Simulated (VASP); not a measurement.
Wanted: the native input for a VASP 6.6.1 run.

- Task: electric field gradients
- Functional: PBE
- Potentials or basis: VASP PAW PBE potentials, release 64 (Rb_sv, Cl)
- Cutoff: 400 eV
- k mesh: 10 × 10 × 10
- Occupations: fermi-dirac, width 0.05 eV
- Spin: no spin polarisation
- Dipole correction: no
- Further INCAR settings: ALGO = Normal; EDIFF = 1e-08; NBANDS = 15

The structure of RbCl (rocksalt type) lies in POSCAR:

```
RbCl
1.0
    0.0000000000      3.2921887786      3.2921887786
    3.2921887786      0.0000000000      3.2921887786
    3.2921887786      3.2921887786      0.0000000000
Rb Cl
1 1
Direct
    0.0000000000      0.0000000000      0.0000000000
    0.5000000000      0.5000000000      0.5000000000
```

This cell differs from its parent crystal: volume scaled by 0.95.

These files were run (other wordings do the same):

INCAR

```
PREC = Accurate ; ENCUT = 400
EDIFF = 1E-8 ; ISMEAR = -1
SIGMA = 0.05 ; LREAL = False
LASPH = True ; NELM = 120
ALGO = Normal ; ISIF = 2
LWAVE = False ; LCHARG = False
GGA = PE ; LEFG = True
NBANDS = 15 ; GGA_COMPAT = False
```

KPOINTS

```
regular mesh
0
Gamma
  10 10 10
```

Potentials or basis: VASP PAW PBE potentials, release 64 (Rb_sv, Cl).

Launch:

```console
$ cat potpaw_PBE.64/Rb_sv/POTCAR potpaw_PBE.64/Cl/POTCAR > POTCAR
$ mpirun -np 1 vasp_std > vasp.out
```

Results of the run:

```yaml
Pressure: 0.8 GPa
Band_gap_on_the_k_mesh: 4.99 eV, direct
```

Caveat: without QUAD_EFG the Cq values of the log hold for a quadrupole moment of 1 mb, not for the nuclei.

Wall time 23 s on 1 thread of AMD EPYC 9R14 (Zen 4), on a shared host, peak memory 0.15 GiB.
